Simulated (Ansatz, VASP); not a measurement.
# Two plane-wave programs on Mg2ZnN2

Contents of INCAR:

```
PREC = Accurate
ENCUT = 520
EDIFF = 1E-7
ISMEAR = 0
SIGMA = 0.02
LREAL = F
LASPH = T
NELM = 60
ALGO = Normal
ISIF = 2
LWAVE = F
LCHARG = F
GGA = PE
NBANDS = 21
```

KPOINTS

```
Automatic mesh
0
Gamma
  16 16 16
```

File POSCAR:

```
Mg2ZnN2
1.0
   -1.5790365131      1.5790365131      6.1216322237
    1.5790365131     -1.5790365131      6.1216322237
    1.5790365131      1.5790365131     -6.1216322237
Mg Zn N
2 1 2
Direct
    0.3278634275      0.3278634275      0.0000000000
    0.6721365725      0.6721365725      0.0000000000
    0.0000000000      0.0000000000      0.0000000000
    0.1505627605      0.1505627605      0.0000000000
    0.8494372395      0.8494372395      0.0000000000
```

Input for Ansatz:

```yaml
crystal:
  lattice:
    - [-1.5790365131, 1.5790365131, 6.1216322237]
    - [1.5790365131, -1.5790365131, 6.1216322237]
    - [1.5790365131, 1.5790365131, -6.1216322237]
  atoms:
    - { symbol: Mg, position: [0.3278634275, 0.3278634275, 0.0] }
    - { symbol: Mg, position: [0.6721365725, 0.6721365725, 0.0] }
    - { symbol: Zn, position: [0.0, 0.0, 0.0] }
    - { symbol: "N", position: [0.1505627605, 0.1505627605, 0.0] }
    - { symbol: "N", position: [0.8494372395, 0.8494372395, 0.0] }
basis:
  ecutwfc: 420
kpoints:
  mp_grid: { grid: [16, 16, 16] }
hamiltonian:
  xc: pbe
scf:
  occupations: { method: gaussian, width: 0.02 }
output:
  eigenvalues: true
  states_by_energy: {}
checkpoint:
  read: start.run
  write: ck
  compress: false
  write_wavefunctions: false
  write_every: 100000
```

Alike in both runs: task single point; functional PBE; k mesh 16 × 16 × 16; occupations gaussian, width 0.02 eV; no spin polarisation.

|  | VASP | Ansatz |
| --- | --- | --- |
| version | VASP 6.6.1 | Ansatz 0.2.0 |
| potentials or method | VASP PAW PBE potentials, release 64 (Mg, Zn, N), cutoff 520 eV | scalar-relativistic, plane waves, PAW |
| valence electrons in the cell | 26 | 42 |

|  | VASP | Ansatz | Ansatz less VASP |
| --- | --- | --- | --- |
| gap on the k mesh at the Fermi level (eV) | 0.49 | 0.49 | +0.002 |
| least direct gap on the mesh (eV) | 0.57 | 0.57 | +0.002 |

The functional is the same, so the differences come from potentials, cutoffs and numerics. VASP's potentials hold 26 valence electrons a cell and Ansatz's 42, so a difference there can come from the potentials and not from the codes.
